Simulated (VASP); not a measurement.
# Mg in VASP: single point with PBE

Aim: the single point of Mg with PBE.

All numbers are computed with VASP 6.6.1; they aren't measurements. Logs are shortened: lines on timing, memory, paths and dates and some standing lists are left out, and cuts for length are marked.

## 1. The cell of the first run

The cell holds a sublattice, 1 atom: a = 4.007 Å, b = 4.007 Å, c = 4.007 Å, α = 60.00°, β = 60.00°, γ = 60.00°.

## 2. Single point, PBE

Contents of INCAR:

```
SYSTEM = Mg
ALGO = Normal
EDIFF = 1E-7
ENCUT = 520
GGA = PE
ISIF = 2
ISMEAR = 0
LASPH = .TRUE.
LCHARG = .FALSE.
LREAL = .FALSE.
LWAVE = .FALSE.
NBANDS = 7
NELM = 80
PREC = Accurate
SIGMA = 0.1
```

Contents of KPOINTS:

```
k-points
0
G
  10 10 10
  0 0 0
```

Contents of POSCAR:

```
Mg
1.0
    0.0000000000      2.8331200468      2.8331200468
    2.8331200468      0.0000000000      2.8331200468
    2.8331200468      2.8331200468      0.0000000000
Mg
1
Direct
    0.0000000000      0.0000000000      0.0000000000
```

Potentials or basis: VASP PAW PBE potentials, release 64 (Mg).

On the command line:

```sh
cat potpaw_PBE.64/Mg/POTCAR > POTCAR
mpirun -np 1 vasp_std > vasp.out
```

OUTCAR:

```text
SYSTEM = Mg
   EDIFF = 1E-7
   ENCUT = 520
   GGA = PE
   ISIF = 2
   ISMEAR = 0
   LASPH = .TRUE.
   LREAL = .FALSE.
   NELM = 80
   PREC = Accurate

 ion  position               nearest neighbor table
   1  0.000  0.000  0.000-

  LATTYP: Found a face centered cubic cell.
 ALAT       =     5.6662400936

  Lattice vectors:

 A1 = (   0.0000000000,   2.8331200468,   2.8331200468)
 A2 = (   2.8331200468,   0.0000000000,   2.8331200468)
 A3 = (   2.8331200468,   2.8331200468,   0.0000000000)

Analysis of symmetry for initial positions (statically):
=====================================================================
 Subroutine PRICEL returns:
 Original cell was already a primitive cell.

 Routine SETGRP: Setting up the symmetry group for a
 face centered cubic supercell.

 Subroutine GETGRP returns: Found 48 space group operations
 (whereof 48 operations were pure point group operations)
 out of a pool of 48 trial point group operations.

The static configuration has the point symmetry O_h .

Analysis of symmetry for dynamics (positions and initial velocities):
=====================================================================
 Subroutine PRICEL returns:
 Original cell was already a primitive cell.

 Routine SETGRP: Setting up the symmetry group for a
 face centered cubic supercell.

 Subroutine GETGRP returns: Found 48 space group operations
 (whereof 48 operations were pure point group operations)
 out of a pool of 48 trial point group operations.

The dynamic configuration has the point symmetry O_h .

 Subroutine INISYM returns: Found 48 space group operations
 (whereof 48 operations are pure point group operations),
 and found     1 'primitive' translations

----------------------------------------------------------------------------------------

                                     Primitive cell

  volume of cell :      45.4805

  direct lattice vectors                    reciprocal lattice vectors
     0.000000000  2.833120047  2.833120047    -0.176483874  0.176483874  0.176483874
     2.833120047  0.000000000  2.833120047     0.176483874 -0.176483874  0.176483874
     2.833120047  2.833120047  0.000000000     0.176483874  0.176483874 -0.176483874

  length of vectors
     4.006636794  4.006636794  4.006636794     0.305679036  0.305679036  0.305679036

[... 77 lines left out ...]
   NELM   =     80;   NELMIN=  2; NELMDL= -5     # of ELM steps
   EDIFF  = 0.1E-06   stopping-criterion for ELM
   LREAL  =      F    real-space projection
   EDIFFG = 0.1E-05   stopping-criterion for IOM
   NSW    =      0    number of steps for IOM
   IBRION =     -1    ionic relax: 0-MD 1-quasi-New 2-CG
   NFREE  =      0    steps in history (QN), initial steepest desc. (CG)
   ISIF   =      2    stress and relaxation
   ISYM   =      2    0-nonsym 1-usesym 2-fastsym
   POTIM  = 0.5000    time-step for ionic-motion
   TEBEG  =    0.0;   TEEND  =   0.0 temperature during run
   PSTRESS=    0.0 pullay stress
   NELECT =       2.0000    total number of electrons
   NUPDOWN=      -1.0000    fix difference up-down
   EMIN   =  10.00;   EMAX   =-10.00  energy-range for DOS
   EFERMI =   0.00;   METHOD = LEGACY
   ISMEAR =     0;   SIGMA  =   0.10  broadening in eV -4-tet -1-fermi 0-gaus
   EFERMI_NEDOS =   21; number of points for ismear=-14 and -15
   IALGO  =     38    algorithm
   IMIX   =      4    mixing-type and parameters
     AMIX     =   0.40;   BMIX     =  1.00
     AMIX_MAG =   1.60;   BMIX_MAG =  1.00
  volume/ion in A,a.u.               =      45.48       306.92
  Fermi-wavevector in a.u.,A,eV,Ry     =   0.577843  1.091965  4.543020  0.333903
  Thomas-Fermi vector in A             =   1.620910
   LORBIT       =      0    0 simple, 1 ext, 2 COOP (PROOUT), +10 PAW based schemes
   GGA     = PE    functional components
   LHFCALC =     F    Hartree Fock is set to
   AEXX    =    0.0000 exact exchange contribution
   IVDW    =     0    specifies the selected vdW correction
   LEPSILON=     F    determine dielectric tensor
   LRPA    =     F    only Hartree local field effects (RPA)
 non-spin polarized calculation
 Gauss-broadening in eV      SIGMA  =   0.10
  energy-cutoff  :      520.00
  volume of cell :       45.48
 maximum number of plane-waves:      1243
 NGX is ok and might be reduce to    30
   NGX = 15   NGY = 15   NGZ = 15

 number of electron       2.0000000 magnetization

 Free energy of the ion-electron system (eV)
  ---------------------------------------------------
  ext. energy  EPLUGINS =         0.00000000
  ---------------------------------------------------
  free energy    TOTEN  =        -0.79178860 eV

  energy without entropy =       -0.78833365  energy(sigma->0) =       -0.79006112

 E-fermi :  -0.0606     XC(G=0):  -6.5804

 val. band max:       -0.1333347851   @ k =  -0.3000   0.4000   0.1000
 cond. band min:      -0.0537520905   @ k =   0.5000   0.5000   0.0000
 fundamental gap:      0.0795826945
 Fermi energy:        -0.0605887039

 k-point     1 :       0.0000    0.0000    0.0000
  band No.  band energies     occupation
      1      -4.5687      2.00000
      2       7.9754      0.00000
      3       7.9754      0.00000
      4       7.9754      0.00000
      5       8.7339      0.00000
      6       8.7339      0.00000
      7       8.7339      0.00000
[... 221 lines left out ...]
 k-point    24 :       0.4000    0.3000    0.0000
  band No.  band energies     occupation
      1      -2.2209      2.00000
      2       2.9265      0.00000
      3       3.4598      0.00000
      4       4.6143      0.00000
      5       5.6322      0.00000
      6       6.9667      0.00000
      7      13.1393      0.00000

 [... further k-points ...]

------------------------ aborting loop because EDIFF is reached ----------------------------------------

  FORCE on cell =-STRESS in cart. coord.  units (eV):
  Direction    XX          YY          ZZ          XY          YZ          ZX
  --------------------------------------------------------------------------------------
  -------------------------------------------------------------------------------------
  Total       -1.4172023     -1.4172023     -1.4172023     -0.0000000      0.0000000      0.0000000
  in kB      -49.9249330    -49.9249330    -49.9249330     -0.0000000      0.0000000      0.0000000
  external PRESSURE =     -49.9249330 kB  Pullay stress =       0.0000000 kB

 VOLUME and BASIS-vectors are now :
 -----------------------------------------------------------------------------
  energy-cutoff  :      520.00
  volume of cell :       45.48
      direct lattice vectors                 reciprocal lattice vectors
     0.000000000  2.833120047  2.833120047    -0.176483874  0.176483874  0.176483874
     2.833120047  0.000000000  2.833120047     0.176483874 -0.176483874  0.176483874
     2.833120047  2.833120047  0.000000000     0.176483874  0.176483874 -0.176483874

 POSITION                                       TOTAL-FORCE (eV/Angst)
 -----------------------------------------------------------------------------------
      0.00000      0.00000      0.00000        -0.000000      0.000000      0.000000
 -----------------------------------------------------------------------------------
    total drift:                               -0.000000     -0.000000     -0.000000

  FREE ENERGIE OF THE ION-ELECTRON SYSTEM (eV)
  ---------------------------------------------------
  free  energy   TOTEN  =        -0.7917886017 eV

  energy  without entropy=       -0.7883336473  energy(sigma->0) =       -0.79006112
```

Wall time 13 s (1 thread of Intel Xeon Platinum 8259CL at 2.50GHz (Skylake/Cascade Lake), shared host); peak memory 0.17 GiB.

What came out:

```yaml
Free_energy: -0.7918 eV
Pressure: -5.0 GPa
Band_gap_on_the_k_mesh: zero (bands 1 and 2 overlap by 1.22 eV)
```

Levels at points of the mesh, in eV from the Fermi level:
| k point | band 1 | band 2 | band 3 | band 4 | band 5 |
| --- | --- | --- | --- | --- | --- |
| (0.00, 0.00, 0.00) | -4.51 | 8.04 | 8.04 | 8.04 | 8.79 |
| (0.50, 0.00, 0.00) | -1.38 | -0.68 | 6.82 | 6.82 | 8.15 |
| (0.50, 0.50, 0.00) | 0.01 | 0.11 | 4.21 | 4.21 | 4.93 |

The gap in the log of VASP goes by the Fermi energy; the results here count the filled bands.